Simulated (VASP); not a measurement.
The system is LiCa.

```xyz
2
Lattice="0.0000 2.7359 2.7359 2.7359 0.0000 2.7359 2.7359 2.7359 0.0000" Properties=species:S:1:pos:R:3 pbc="T T T"
Li    0.0000    0.0000    0.0000
Ca    2.7359    2.7359    2.7359
```

```yaml
Program: VASP 6.6.1
Task: relaxation of cell and atoms
Functional: PBE
Potentials_or_basis: VASP PAW PBE potentials, release 64 (Li_sv, Ca_sv)
Cutoff: 600 eV
k_mesh: 6 × 6 × 6
Occupations: gaussian, width 0.1 eV
Spin: no spin polarisation
```

At the start: pressure 17.0 GPa; volume 20.48 Å³/atom.

Where does the relaxation end?

Over 4 steps the energy falls by 467.2 meV/atom and the volume is 32.29 Å³/atom (+57.7 %); space group Fm-3m (No. 225, to 0.05 Å).

The path:
```
step  energy change (eV)  largest force (eV/Å)  pressure (GPa)  volume (Å³)
   1              0.0000                0.0000           17.04        40.96
   2             -0.8311                0.0000            3.85        55.28
   3             -0.9292                0.0000            0.74        62.48
   4             -0.9343                0.0000            0.05        64.59
```

Final structure:
```yaml
crystal:
  lattice:
    - [0.00000, 3.18449, 3.18449]
    - [3.18449, 0.00000, 3.18449]
    - [3.18449, 3.18449, 0.00000]
  atoms:
    - { symbol: Li, position: [0.00000, 0.00000, 0.00000] }
    - { symbol: Ca, position: [0.50000, 0.50000, 0.50000] }
```

Caveat: the cutoff is under 1.25 times the usual one of these potentials, so pressure, stress and relaxed cells hold a basis-set (Pulay) error; the volume moved by over 15 % at a fixed basis, so the end points are rough.
